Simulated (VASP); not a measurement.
Here is a VASP 6.6.1 calculation.

File INCAR:

```
  PREC = Accurate
  ENCUT = 600
  EDIFF = 1E-6
  ISMEAR = 0
  SIGMA = 0.1
  LREAL = False
  LASPH = True
  NELM = 200
  ALGO = Normal
  ISIF = 2
  LWAVE = False
  LCHARG = False
  ISPIN = 2
  MAGMOM = 0 1 1 0
  LORBIT = 11
  LMAXMIX = 6
  GGA = PE
  NBANDS = 28
  GGA_COMPAT = False
```

KPOINTS

```
regular mesh
0
Gamma
  6 6 4
```

File POSCAR:

```
PrOs2C
1.0
    4.1514444543      0.0000000000      0.0000000000
   -2.0757222272      3.5952563599      0.0000000000
    0.0000000000      0.0000000000      4.9937255067
Pr Os C
1 2 1
Direct
    0.0000000000      0.0000000000      0.0000000000
    0.3333333333      0.6666666667      0.5000000000
    0.6666666667      0.3333333333      0.5000000000
    0.0000000000      0.0000000000      0.5000000000
```

Potentials or basis: VASP PAW PBE potentials, release 64 (Pr_3, Os, C), 4f in core.

Command:

```sh
$ cat potpaw_PBE.64/Pr_3/POTCAR potpaw_PBE.64/Os/POTCAR potpaw_PBE.64/C/POTCAR > POTCAR
$ mpirun -np 1 vasp_std > vasp.out
```

Q: Predict the pressure.

A: 0.1 GPa.

Q: What does it give for the net moment?

A: 0.00 μB per cell.

Stress tensor (GPa, compression positive):
```
-0.02  0.00  0.00
 0.00 -0.02  0.00
 0.00  0.00  0.35
```

Caveat: the magnetic or orbital state may not be the lowest; the moments typed at the start vanished in this run.
